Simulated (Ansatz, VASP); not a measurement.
PbSe in VASP and in Ansatz

```
Pb Se
1.0
    -0.33738    2.81405    3.06709
     2.81405   -0.33738    3.06709
     2.47667    2.47667    0.00000
Pb Se
1 1
Direct
  0.00000 0.00000 0.00000
  0.50000 0.50000 0.50000
```

Change from the starting cell: engineering shear strain xy -0.2200, equal normal strain along x and y -0.0825.

Alike in both runs: task single point; functional PBE; dispersion D3(BJ); k mesh 10 × 10 × 10; occupations gaussian, width 0.03 eV; no spin polarisation.

|  | VASP | Ansatz |
| --- | --- | --- |
| version | VASP 6.6.1 | Ansatz 0.2.0 |
| potentials or method | VASP PAW PBE potentials, release 64 (Pb_d, Se), cutoff 520 eV | scalar-relativistic, plane waves, PAW |
| valence electrons in the cell | 20 | 30 |

Ansatz gave:

```
gap on the k mesh at the Fermi level (eV)                     : none
pressure (GPa)                                                : 13.6
traceless stress, the component that is largest in VASP (GPa) : -12.65
```

Estimate VASP's values.

gap on the k mesh at the Fermi level (eV): none; pressure (GPa): 13.6; traceless stress, the component that is largest in VASP (GPa): -12.68.

A gap of «none» marks a metal or a gap that the smearing closes. VASP's potentials hold 20 valence electrons a cell and Ansatz's 30, so a difference there can come from the potentials and not from the codes.

Neither program's run includes spin-orbit coupling.
